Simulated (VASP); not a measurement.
Runs of VASP 6.6.1 on TlPt. The structure is that of space group P6/mmm (No. 191), or close to it. The cells are those of the table. 

```tsv
cell	k mesh	further INCAR settings	gap on the mesh (eV)	pressure (GPa)
a = 6.739, b = 6.739, c = 3.918 Å, angles 90.0, 90.0, 120.0°, 6 atoms	6 × 6 × 8	ALGO = Fast; EDIFF = 1e-06; NBANDS = 44	none	-1.2
a = 6.587, b = 6.587, c = 3.981 Å, angles 90.0, 90.0, 120.0°, 6 atoms	6 × 6 × 10	ALGO = Fast; EDIFF = 1e-07; NBANDS = 44	none	0.0
a = 6.542, b = 6.542, c = 4.021 Å, angles 90.0, 90.0, 120.0°, 6 atoms	6 × 6 × 10	ALGO = Fast; EDIFF = 1e-06; NBANDS = 44	none	-0.1
a = 6.499, b = 6.499, c = 4.060 Å, angles 90.0, 90.0, 120.0°, 6 atoms	6 × 6 × 10	ALGO = Fast; EDIFF = 1e-06; NBANDS = 44	none	-0.1
a = 6.420, b = 6.420, c = 4.065 Å, angles 90.0, 90.0, 120.0°, 6 atoms	6 × 6 × 8	ALGO = Fast; EDIFF = 1e-06; NBANDS = 44	none	1.4
a = 6.571, b = 6.571, c = 4.021 Å, angles 90.0, 90.0, 120.0°, 6 atoms	6 × 6 × 10	ALGO = Fast; EDIFF = 1e-07; NBANDS = 44	none	(a)
a = 7.030, b = 7.030, c = 3.705 Å, angles 90.0, 90.0, 120.0°, 6 atoms	6 × 6 × 8	ALGO = Fast; EDIFF = 1e-07; NBANDS = 44	none	(b)
a = 6.635, b = 6.635, c = 3.941 Å, angles 90.0, 90.0, 120.0°, 6 atoms	6 × 6 × 10	ALGO = Fast; EDIFF = 1e-06; NBANDS = 44	none	0.1
```

Alike in all rows: task single point; level PBE; potentials or basis VASP PAW PBE potentials, release 64 (Tl_d, Pt); no spin polarisation; cutoff (eV) 520; smearing gaussian 0.1 eV.

Task: Fill in the values left out.

Result: (a) -0.6; (b) -1.3.

Caveats: spin-orbit coupling is left out, which moves the levels of the heavy elements.

A k mesh can miss the band edges, and the runs leave out spin-orbit coupling on Pt, Tl.

A gap of «none» marks levels without a gap at the run's occupations.
